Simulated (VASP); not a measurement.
# SiPb2 (Fm-3m) in VASP: further runs, part 2 of 2

VASP 6.6.1. The steps go on from the part before.

### Step 3. Relaxation of cell and atoms, PBE

This run uses another cell than the first one, of 30.11 Å³/atom, 1.002 times its volume.

INCAR

```
SYSTEM = SiPb2
ALGO     = Normal         ! electronic algorithm
EDIFF    = 1E-6           ! SCF threshold, eV
EDIFFG   = -0.001         ! ionic threshold
ENCUT    = 600            ! plane-wave cutoff, eV
GGA      = PE             ! functional
IBRION   = 2              ! ionic algorithm
ISIF     = 3              ! what is computed and relaxed
ISMEAR   = -1             ! smearing method
LASPH    = .TRUE.         ! aspherical terms in the spheres
LCHARG   = .FALSE.        ! write CHGCAR
LREAL    = .FALSE.        ! projectors in reciprocal space
LWAVE    = .FALSE.        ! write WAVECAR
NELM     = 100            ! most SCF steps
NSW      = 80             ! ionic steps
PREC     = Accurate       ! precision mode
SIGMA    = 0.15           ! smearing width, eV
```

KPOINTS

```
k-points
0
G
  10 10 10
  0 0 0
```

POSCAR

```
SiPb2
1.0
    0.0000000000      3.5614149565      3.5614149565
    3.5614149565      0.0000000000      3.5614149565
    3.5614149565      3.5614149565      0.0000000000
Si Pb
1 2
Direct
    0.0000000000      0.0000000000      0.0000000000
    0.7500000000      0.7500000000      0.7500000000
    0.2500000000      0.2500000000      0.2500000000
```

Potentials or basis: VASP PAW PBE potentials, release 64 (Si, Pb_d).

Run with:

```sh
$ cat potpaw_PBE.64/Si/POTCAR potpaw_PBE.64/Pb_d/POTCAR > POTCAR
$ mpirun -np 1 vasp_std > vasp.out
```

OUTCAR:

```text
SYSTEM = SiPb2
   EDIFF = 1E-6
   EDIFFG = -0.001
   ENCUT = 600
   GGA = PE
   IBRION = 2
   ISIF = 3
   ISMEAR = -1
   LASPH = .TRUE.
   LREAL = .FALSE.
   NELM = 100
   NSW = 80
   PREC = Accurate

 ion  position               nearest neighbor table
   1  0.000  0.000  0.000-   2 3.08   2 3.08   2 3.08   2 3.08   3 3.08   3 3.08   3 3.08   3 3.08

   2  0.750  0.750  0.750-   1 3.08   1 3.08   1 3.08   1 3.08   3 3.56   3 3.56   3 3.56   3 3.56
                             3 3.56   3 3.56
   3  0.250  0.250  0.250-   1 3.08   1 3.08   1 3.08   1 3.08   2 3.56   2 3.56   2 3.56   2 3.56
                             2 3.56   2 3.56

  LATTYP: Found a face centered cubic cell.
 ALAT       =     7.1228299130

  Lattice vectors:

 A1 = (   0.0000000000,   3.5614149565,   3.5614149565)
 A2 = (   3.5614149565,   0.0000000000,   3.5614149565)
 A3 = (   3.5614149565,   3.5614149565,   0.0000000000)

Analysis of symmetry for initial positions (statically):
=====================================================================
 Subroutine PRICEL returns:
 Original cell was already a primitive cell.
[... 171 lines left out ...]

  energy without entropy =      -11.54222437  energy(sigma->0) =      -11.59094650

------------------------ aborting loop because EDIFF is reached ----------------------------------------

  FORCE on cell =-STRESS in cart. coord.  units (eV):
  Direction    XX          YY          ZZ          XY          YZ          ZX
  --------------------------------------------------------------------------------------
  -------------------------------------------------------------------------------------
  Total       -0.0666285     -0.0666285     -0.0666285      0.0000000      0.0000000     -0.0000000
  in kB       -1.1816070     -1.1816070     -1.1816070      0.0000000      0.0000000     -0.0000000
  external PRESSURE =      -1.1816070 kB  Pullay stress =       0.0000000 kB
[... 98 lines left out ...]
--------------------------------------- Ionic step        4  -------------------------------------------

 number of electron      32.0000000 magnetization

 Free energy of the ion-electron system (eV)
  ---------------------------------------------------
  ext. energy  EPLUGINS =         0.00000000
  ---------------------------------------------------
  free energy    TOTEN  =       -11.63974445 eV

  energy without entropy =      -11.54224784  energy(sigma->0) =      -11.59099615

 E-fermi :   5.8945     XC(G=0):  -9.4312

 val. band max:        5.8610420421   @ k =   0.5000   0.3000   0.0000
 cond. band min:       5.9180919344   @ k =   0.2000   0.0000   0.0000
 fundamental gap:      0.0570498923
 Fermi energy:         5.8945031315

 k-point     1 :       0.0000    0.0000    0.0000
  band No.  band energies     occupation
      1     -11.2142      2.00000
      2     -11.2142      2.00000
      3     -11.1288      2.00000
      4     -11.1288      2.00000
      5     -11.1288      2.00000
      6     -10.9687      2.00000
[... 541 lines left out ...]
     19       9.0218      0.00000
     20       9.7586      0.00000

 [... further k-points ...]
[... 5 lines left out ...]
  --------------------------------------------------------------------------------------
  -------------------------------------------------------------------------------------
  Total        0.0009953      0.0009953      0.0009953      0.0000000      0.0000000      0.0000000
  in kB        0.0176965      0.0176965      0.0176965      0.0000000      0.0000000      0.0000000
  external PRESSURE =       0.0176965 kB  Pullay stress =       0.0000000 kB
[... 18 lines left out ...]
  FREE ENERGIE OF THE ION-ELECTRON SYSTEM (eV)
  ---------------------------------------------------
  free  energy   TOTEN  =       -11.6397444536 eV

  energy  without entropy=      -11.5422478389  energy(sigma->0) =      -11.59099615

 reached required accuracy - stopping structural energy minimisation
```

OSZICAR:

```text
N       E                     dE             d eps       ncg     rms          rms(c)
DAV:   1     0.319146884791E+03    0.31915E+03   -0.16863E+04  1880   0.190E+03
DAV:   2     0.135962537275E+02   -0.30555E+03   -0.29938E+03  1884   0.446E+02
DAV:   3    -0.108248200553E+02   -0.24421E+02   -0.23458E+02  2316   0.151E+02
[... 25 lines left out ...]
DAV:   5    -0.116397455133E+02    0.36619E-06   -0.60203E-07  1076   0.126E-02
   3 F= -.11639746E+02 E0= -.11591001E+02  d E =-.768737E-04
       N       E                     dE             d eps       ncg     rms          rms(c)
DAV:   1    -0.116397521286E+02   -0.62491E-05   -0.24157E-04  2136   0.265E-01    0.140E-02
DAV:   2    -0.116397452459E+02    0.68827E-05   -0.14707E-05  1824   0.657E-02    0.523E-03
DAV:   3    -0.116397444536E+02    0.79233E-06   -0.45222E-06  1900   0.342E-02
   4 F= -.11639744E+02 E0= -.11590996E+02  d E =-.758140E-04
```

Wall time 2.3 min (1 thread of Intel Xeon Platinum 8488C (Sapphire Rapids), shared host); peak memory 0.3 GiB.

Results:

```
Free energy                            : -11.6397 eV
Relaxed volume                         : 30.04 Å³/atom
Relaxed cell                           : a = 5.032 Å, b = 5.032 Å, c = 5.032 Å, α = 60.00°, β = 60.00°, γ = 60.00°
Space group after relaxing (to 0.05 Å) : Fm-3m (No. 225)
Energy gained by relaxing              : 0.0 meV/atom
Ionic steps                            : 4
Pressure after relaxing                : 0.0 GPa
Band gap on the k mesh                 : zero (band 16 reaches 6.12 eV, above the bottom of band 17 at 5.18 eV)
```

Final structure:
```
Si Pb
1.0
     0.00000    3.55830    3.55830
     3.55830    0.00000    3.55830
     3.55830    3.55830    0.00000
Si Pb
1 2
Direct
  0.00000 0.00000 0.00000
  0.75000 0.75000 0.75000
  0.25000 0.25000 0.25000
```

Levels at points of the mesh, in eV from the Fermi level:
```
           k point  band 13  band 14  band 15  band 16  band 17  band 18  band 19  band 20
(0.00, 0.00, 0.00)    -3.73    -0.86    -0.86    -0.86    -0.72    -0.72    -0.72     3.87
(0.50, 0.00, 0.00)    -5.38    -1.95    -1.95    -0.49     0.07     0.07     3.62     4.03
(0.50, 0.50, 0.00)    -7.51    -3.51    -3.51    -0.97     2.51     3.98     3.98     4.71
```

Caveat: spin-orbit coupling is left out, which moves the levels of the heavy elements.
